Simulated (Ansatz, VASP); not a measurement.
Cu in VASP and in Ansatz

```
Cu
1.0
     0.00000    1.81459    1.81459
     1.81459    0.00000    1.81459
     1.81459    1.81459    0.00000
Cu
1
Direct
  0.00000 0.00000 0.00000
```

Alike in both runs: task relaxation of cell and atoms; functional PBE; k mesh 19 × 19 × 19; occupations fermi-dirac, width 0.05 eV; non-collinear spin, spin-orbit coupling.

|  | VASP | Ansatz |
| --- | --- | --- |
| version | VASP 6.6.1 | Ansatz 0.2.0 |
| potentials or method | VASP PAW PBE potentials, release 64 (Cu), cutoff 600 eV | all-electron LAPW |

VASP gave:

* net moment per atom (μB): 0.00
* relaxed volume (Å³/atom): 12.00
* relaxed cell length with the largest relative difference (Å): 2.570

Question: Estimate Ansatz's values.

Answer: net moment per atom (μB): 0.00; relaxed volume (Å³/atom): 11.95; relaxed cell length with the largest relative difference (Å): 2.566.

Ansatz ran all-electron here, and VASP with PAW potentials.
